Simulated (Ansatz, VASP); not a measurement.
This is a calculation of NiO for VASP 6.6.1.

File INCAR:

```
SYSTEM = NiO
PREC = Accurate
ENCUT = 520
EDIFF = 1E-7
ISMEAR = 0
SIGMA = 0.013000000000000001
LREAL = .False.
LASPH = .True.
NELM = 150
ALGO = Normal
ISIF = 2
LWAVE = .False.
LCHARG = .False.
ISPIN = 2
MAGMOM = 1 0
LORBIT = 11
LMAXMIX = 4
GGA = PE
NBANDS = 19
```

The input KPOINTS:

```
Automatic mesh
0
Gamma
  11 11 11
  0 0 0
```

The input POSCAR:

```
NiO
1.0
    0.0000000000      2.0859016414      2.0859016414
    2.0859016414      0.0000000000      2.0859016414
    2.0859016414      2.0859016414      0.0000000000
Ni O
1 1
Direct
    0.0000000000      0.0000000000      0.0000000000
    0.5000000000      0.5000000000      0.5000000000
```

Potentials or basis: VASP PAW PBE potentials, release 64 (Ni, O).

Command:

```console
$ cat potpaw_PBE.64/Ni/POTCAR potpaw_PBE.64/O/POTCAR > POTCAR
$ mpirun -np 1 vasp_std > vasp.out
```

Question: Translate it to Ansatz 0.2.0. Potentials there: all-electron LAPW, scalar-relativistic.

Answer: As run (the cutoff follows the program's own potentials):

The input input.yaml:

```yaml
crystal:
  lattice:
    - [0.0, 2.0859016414, 2.0859016414]
    - [2.0859016414, 0.0, 2.0859016414]
    - [2.0859016414, 2.0859016414, 0.0]
  atoms:
    - { symbol: Ni, position: [0.0, 0.0, 0.0], spin: 1.0 }
    - { symbol: O, position: [0.5, 0.5, 0.5] }
kpoints:
  mp_grid: { grid: [11, 11, 11] }
scf:
  occupations: { method: gaussian, width: 0.013 }
hamiltonian:
  xc: pbe
  pseudopotentials: { kind: all_electron, lapw: { basis_error: 0.001 } }
magnetization:
  spin_polarized: true
output:
  forces: true
  stress: true
  eigenvalues: true
```

Potentials or basis: all-electron LAPW, scalar-relativistic.

The run is started by

```bash
$ ansatz run input.yaml --threads 2 --pin off --max-ram 6144MiB --backend cpu --events-out ev --progress --plain --runs-dir out
```

Both were run:

|  | VASP | Ansatz | Ansatz less VASP |
| --- | --- | --- | --- |
| gap on the k mesh at the Fermi level (eV) | none | none | - |
| pressure (GPa) | 6.1 | 6.6 | +0.49 |
| net moment per atom (μB) | 0.89 | 0.91 | +0.018 |
| size of the moment on the site where the two differ most (μB) | 1.46 | 1.51 | +0.047 |

Site moments also hang on the region over which each program counts them. A gap of «none» marks a metal or a gap that the smearing closes. Ansatz ran all-electron here, and VASP with PAW potentials.
